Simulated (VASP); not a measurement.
A run of VASP 6.6.1:

File INCAR:

```
PREC = Accurate
ENCUT = 600
EDIFF = 1E-6
ISMEAR = -1
SIGMA = 0.05
LREAL = False
LASPH = True
NELM = 200
ALGO = Normal
ISIF = 2
LWAVE = False
LCHARG = True
ISPIN = 2
MAGMOM = 0.6 0.6
LORBIT = 11
LMAXMIX = 4
LDAU = True
LDAUTYPE = 2
LDAUL = 2
LDAUU = 2.7
LDAUJ = 0
LDAUPRINT = 1
GGA = PE
LELF = True
LVHAR = True
NBANDS = 20
GGA_COMPAT = False
```

KPOINTS

```
regular mesh
0
Gamma
  6 12 12
```

The input POSCAR:

```
Co
1.0
    0.0000000000      3.5890000000      3.5890000000
    1.7945000000      0.0000000000      1.7945000000
    1.7945000000      1.7945000000      0.0000000000
Co
2
Direct
    0.0000000000      0.0000000000      0.0000000000
    0.5000000000      0.0000000000      0.0000000000
```

Potentials or basis: VASP PAW PBE potentials, release 64 (Co).

Run with:

```sh
$ cat potpaw_PBE.64/Co/POTCAR > POTCAR
$ mpirun -np 1 vasp_std > vasp.out
```

Hardware: 1 thread of Intel Xeon 8259CL, on a shared host.

**Question.** Estimate the wall time of this run.

**Answer.** Run time: 3.6 min on 1 thread of Intel Xeon 8259CL, on a shared host, peak memory 0.22 GiB. Counts: scf iterations 18, k points 98.
